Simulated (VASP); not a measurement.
# Os (Pm-3m) in VASP: further runs, part 2 of 2

VASP 6.6.1.

## 7. Relaxation of cell and atoms, PBE, target pressure 60 GPa, at which the enthalpy is minimised

This run uses another cell than the first one, of 15.44 Å³/atom.

Contents of INCAR:

```
SYSTEM = Os
ALGO = Normal ; EDIFF = 1E-6
EDIFFG = -0.03 ; ENCUT = 600
GGA = PE ; IBRION = 2
ISIF = 3 ; ISMEAR = 1
LASPH = .TRUE. ; LCHARG = .FALSE.
LREAL = .FALSE. ; LWAVE = .FALSE.
NELM = 80 ; NSW = 80
PREC = Accurate ; PSTRESS = 600.0
SIGMA = 0.05
```

Contents of KPOINTS:

```
k-points
0
G
  19 19 19
  0 0 0
```

Contents of POSCAR:

```
Os
1.0
    2.4900000000      0.0000000000      0.0000000000
    0.0000000000      2.4900000000      0.0000000000
    0.0000000000      0.0000000000      2.4900000000
Os
1
Direct
    0.0000000000      0.0000000000      0.0000000000
```

Potentials or basis: VASP PAW PBE potentials, release 64 (Os).

On the command line:

```bash
> cat potpaw_PBE.64/Os/POTCAR > POTCAR
> mpirun -np 1 vasp_std > vasp.out
```

OUTCAR:

```text
SYSTEM = Os
   EDIFF = 1E-6
   EDIFFG = -0.03
   ENCUT = 600
   GGA = PE
   IBRION = 2
   ISIF = 3
   ISMEAR = 1
   LASPH = .TRUE.
   LREAL = .FALSE.
   NELM = 80
   NSW = 80
   PREC = Accurate
   PSTRESS = 600.0

 ion  position               nearest neighbor table
   1  0.000  0.000  0.000-

  LATTYP: Found a simple cubic cell.
 ALAT       =     2.4900000000

  Lattice vectors:

 A1 = (   2.4900000000,   0.0000000000,   0.0000000000)
 A2 = (   0.0000000000,   2.4900000000,   0.0000000000)
 A3 = (   0.0000000000,   0.0000000000,   2.4900000000)

Analysis of symmetry for initial positions (statically):
=====================================================================
 Subroutine PRICEL returns:
 Original cell was already a primitive cell.

 Routine SETGRP: Setting up the symmetry group for a
 simple cubic supercell.

 Subroutine GETGRP returns: Found 48 space group operations
 (whereof 48 operations were pure point group operations)
 out of a pool of 48 trial point group operations.

The static configuration has the point symmetry O_h .

Analysis of symmetry for dynamics (positions and initial velocities):
=====================================================================
 Subroutine PRICEL returns:
 Original cell was already a primitive cell.
[... 161 lines left out ...]
  Direction    XX          YY          ZZ          XY          YZ          ZX
  --------------------------------------------------------------------------------------
  -------------------------------------------------------------------------------------
  Total        2.5073122      2.5073122      2.5073122      0.0000000      0.0000000      0.0000000
  in kB      260.2081901    260.2081901    260.2081901      0.0000000      0.0000000      0.0000000
  external PRESSURE =    -339.7918099 kB  Pullay stress =     600.0000000 kB
[... 24 lines left out ...]
--------------------------------------- Ionic step        2  -------------------------------------------

 number of electron       8.0000000 magnetization

 E-fermi :  17.6940     XC(G=0): -16.3674

 val. band max:       17.6759391800   @ k =   0.4737   0.4211   0.2632
 cond. band min:      17.7017884359   @ k =   0.3158   0.2632   0.1053
 fundamental gap:      0.0258492559
 Fermi energy:        17.6939522774

 k-point     1 :       0.0000    0.0000    0.0000
  band No.  band energies     occupation
      1       2.7148      2.00000
      2       4.7739      2.00000
      3       4.7739      2.00000
      4      23.1689      0.00000
      5      23.1689      0.00000
      6      23.1689      0.00000
      7      38.1315      0.00000
      8      38.1315      0.00000
[... 363 lines left out ...]
--------------------------------------- Ionic step        5  -------------------------------------------

 number of electron       7.9999999 magnetization

 Free energy of the ion-electron system (eV)
  ---------------------------------------------------
  ext. energy  EPLUGINS =         0.00000000
  ---------------------------------------------------
  free energy    TOTEN  =        -9.35755941 eV

  energy without entropy =       -9.35734637  energy(sigma->0) =       -9.35748840

 E-fermi :   9.3743     XC(G=0): -13.7355

 val. band max:        9.3737072497   @ k =   0.2105   0.2105   0.1579
 cond. band min:       9.3779088416   @ k =   0.3158   0.3158   0.1579
 fundamental gap:      0.0042015918
 Fermi energy:         9.3742989000

 k-point     1 :       0.0000    0.0000    0.0000
  band No.  band energies     occupation
      1      -1.4099      2.00000
      2       2.0594      2.00000
      3       2.0594      2.00000
      4      12.2628      0.00000
      5      12.2628      0.00000
      6      12.2628      0.00000
      7      26.0023      0.00000
      8      26.0023      0.00000
[... 285 lines left out ...]
  energy  without entropy=       -9.3573463732  energy(sigma->0) =       -9.35748840

  enthalpy is  TOTEN    =        -3.9885356695 eV   P V=        5.3690237450

 reached required accuracy - stopping structural energy minimisation
```

OSZICAR:

```text
N       E                     dE             d eps       ncg     rms          rms(c)
DAV:   1     0.360046929543E+02    0.36005E+02   -0.45520E+03  3568   0.103E+03
DAV:   2    -0.898838454216E+01   -0.44993E+02   -0.43931E+02  3640   0.227E+02
[... 40 lines left out ...]
       N       E                     dE             d eps       ncg     rms          rms(c)
DAV:   1    -0.935858431403E+01    0.32258E-01   -0.31587E-02  3720   0.159E+00    0.487E-01
DAV:   2    -0.935770975291E+01    0.87456E-03   -0.15813E-03  4232   0.412E-01    0.182E-01
DAV:   3    -0.935755023764E+01    0.15952E-03   -0.70273E-04  4752   0.250E-01    0.124E-02
DAV:   4    -0.935755701419E+01   -0.67766E-05   -0.80823E-06  4056   0.218E-02    0.570E-03
DAV:   5    -0.935755934186E+01   -0.23277E-05   -0.22202E-06  4208   0.109E-02    0.197E-03
DAV:   6    -0.935755941448E+01   -0.72623E-07   -0.17547E-07  1792   0.488E-03
   5 F= -.39885357E+01 E0= -.39884647E+01  d E =-.124058E+00
```

CONTCAR:

```text
Os
   1.00000000000000
     2.4293208946460290    0.0000000000000000    0.0000000000000000
     0.0000000000000000    2.4293208946460290    0.0000000000000000
     0.0000000000000000    0.0000000000000000    2.4293208946460290
  Os
     1
Direct
     0.0000000000000000    0.0000000000000000    0.0000000000000000

  0.00000000E+00  0.00000000E+00  0.00000000E+00
```

Wall time 45 s (1 thread of Intel Xeon Platinum 8375C at 2.90GHz (Ice Lake), shared host); peak memory 0.16 GiB.

What came out:

```yaml
Free_energy: -9.3576 eV
Relaxed_volume: 14.34 Å³/atom
Relaxed_cell: a = 2.429 Å, b = 2.429 Å, c = 2.429 Å, α = 90.00°, β = 90.00°, γ = 90.00°
Space_group_after_relaxing_to_0.1_Å: Pm-3m (No. 221)
Energy_change_on_relaxing_the_run_minimises_the_enthalpy: +288.4 meV/atom
Ionic_steps: 5
Pressure_after_relaxing: 60.0 GPa
Band_gap_on_the_k_mesh: zero (bands 4 and 5 overlap by 7.35 eV)
```

The path:
```tsv
step	energy change (eV)	largest force (eV/Å)	pressure (GPa)	volume (Å³)
1	0.0000	0.0000	26.02	15.44
2	8.3615	0.0000	610.79	9.22
3	0.2062	0.0000	51.62	14.57
4	0.2551	0.0000	56.70	14.43
5	0.2884	0.0000	60.03	14.34
```

Final structure:
```
CELL_PARAMETERS angstrom
2.42932 0.00000 0.00000
0.00000 2.42932 0.00000
0.00000 0.00000 2.42932
ATOMIC_POSITIONS crystal
Os 0.00000 0.00000 0.00000
```

Caveat: the cell is relaxed towards a set pressure, so the run minimises the enthalpy, not the energy; spin-orbit coupling is left out, which moves the levels of the heavy elements.

## 8. The runs side by side

```csv
task,cell,cutoff (eV),gap on the mesh (eV),pressure (GPa)
single point,"a = 2.503 Å, 1 atom",520,none,20.0
single point,"a = 2.556 Å, 1 atom",520,none,-0.3
relaxation of cell and atoms,"relaxed from a = 2.490 Å, 1 atom",600,none,0.1
relaxation of cell and atoms,"relaxed to 20 GPa from a = 2.490 Å, 1 atom",600,none,19.8
relaxation of cell and atoms,"relaxed to 40 GPa from a = 2.490 Å, 1 atom",600,none,39.8
relaxation of cell and atoms,"relaxed to 60 GPa from a = 2.490 Å, 1 atom",600,none,60.0
```

Alike in all rows: level PBE; potentials or basis VASP PAW PBE potentials, release 64 (Os); no spin polarisation; k mesh 19 × 19 × 19; smearing methfessel-paxton 0.05 eV.

Caveats: spin-orbit coupling is left out, which moves the levels of the heavy elements; the cell is relaxed towards a set pressure, so the run minimises the enthalpy, not the energy (at least some runs); the cell stands under pressure (at least some runs).

Total energies depend on the potentials used, so only differences within one code and one set of settings carry meaning.
